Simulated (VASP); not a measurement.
A run of VASP 6.6.1 is set up as follows.

The input POSCAR:

```
SrCl2
1.0
    0.0000000000      3.4855000000      3.4855000000
    3.4855000000      0.0000000000      3.4855000000
    3.4855000000      3.4855000000      0.0000000000
Sr Cl
1 2
Direct
    0.0000000000      0.0000000000      0.0000000000
    0.1639291350      0.2500000000      0.2500000000
    0.7500000000      0.7500000000      0.7500000000
```

The input INCAR.step1:

```
SYSTEM = SrCl2
PREC = Accurate
ENCUT = 520
ISMEAR = 0
SIGMA = 0.05
LREAL = .False.
LASPH = .True.
NELM = 100
NBANDS = 19
GGA = PE
ALGO = Normal
EDIFF = 1E-4
LWAVE = .True.
LCHARG = .False.
```

INCAR.step2

```
SYSTEM = SrCl2
PREC = Accurate
ENCUT = 520
EDIFF = 1E-7
ISMEAR = 0
SIGMA = 0.05
LREAL = .False.
LASPH = .True.
NELM = 100
ALGO = Normal
ISIF = 2
LWAVE = .False.
LCHARG = .False.
METAGGA = R2SCAN
LMIXTAU = .True.
NBANDS = 19
ISTART = 1
```

Contents of KPOINTS:

```
regular mesh
0
Gamma
  6 6 6
  0 0 0
```

Potentials or basis: VASP PAW PBE potentials, release 64 (Sr_sv, Cl).

Command:

```sh
$ cat potpaw_PBE.64/Sr_sv/POTCAR potpaw_PBE.64/Cl/POTCAR > POTCAR
$ cp INCAR.step1 INCAR
$ mpirun -np 1 vasp_std > vasp.out
$ cp INCAR.step2 INCAR
$ mpirun -np 1 vasp_std > vasp.out
```

(1) Estimate the pressure.

(2) What does it give for the band gap on the k mesh?

(3) Predict the largest force.

Results:

(1) 2.1 GPa.

(2) 5.77 eV, indirect (least direct gap 6.00 eV).

(3) 1.625 eV/Å.

Caveat: the cell differs from its parent crystal (atom 2 (Cl) moved by (-0.300, -0.300) A along y and z); the PAW data sets were made with another functional, which shifts forces and pressure a little.
